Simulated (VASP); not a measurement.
ZrB2: single point with PBEsol+D4

ZrB2:

```
Zr B
1.0
     3.23217    0.00000    0.00000
    -1.61609    2.79914    0.00000
     0.00000    0.00000    3.60229
Zr B
1 2
Direct
  0.00000 0.00000 0.00000
  0.66667 0.33333 0.50000
  0.33333 0.66667 0.50000
```

| Property | Result |
| --- | --- |
| Program | VASP 6.6.1 |
| Task | single point |
| Functional | PBEsol |
| Dispersion | D4 |
| Potentials or basis | VASP PAW PBE potentials, release 64 (Zr_sv, B) |
| Cutoff | 520 eV |
| k mesh | 10 × 10 × 8 |
| Occupations | fermi-dirac, width 0.05 eV |
| Spin | no spin polarisation |

| Property | Result |
| --- | --- |
| Pressure | -18.9 GPa |
| Band gap on the k mesh | zero (band 9 reaches 10.32 eV, above the bottom of band 10 at 9.58 eV) |
| Dispersion energy per atom | -0.169 eV |

Stress tensor (GPa, compression positive):
```
-18.92   0.00   0.00
  0.00 -18.92   0.00
  0.00   0.00 -18.72
```

Levels at points of the mesh, in eV from the Fermi level:
```tsv
k point	band 5	band 6	band 7	band 8	band 9	band 10	band 11	band 12	band 13	band 14
(0.00, 0.00, 0.00)	-12.33	-2.42	-2.42	-2.40	-2.25	3.22	3.22	4.00	4.00	4.61
(0.50, 0.00, 0.00)	-8.61	-8.32	-3.61	-2.87	-2.46	2.22	2.24	4.66	4.71	6.23
(0.00, 0.00, 0.50)	-10.48	-6.72	-0.82	-0.82	0.38	0.38	0.80	0.80	1.77	5.00
(0.50, 0.00, 0.50)	-9.53	-6.79	-4.31	-3.87	-2.01	3.53	3.88	5.00	5.84	6.12
```

Run time: 20 s on 1 thread of Intel Xeon 6975P-C (shared host), peak memory 0.16 GiB.

Caveat: the PAW data sets were made with another functional, which shifts forces and pressure a little; pairwise dispersion overbinds metals, which lowers pressure and volume.
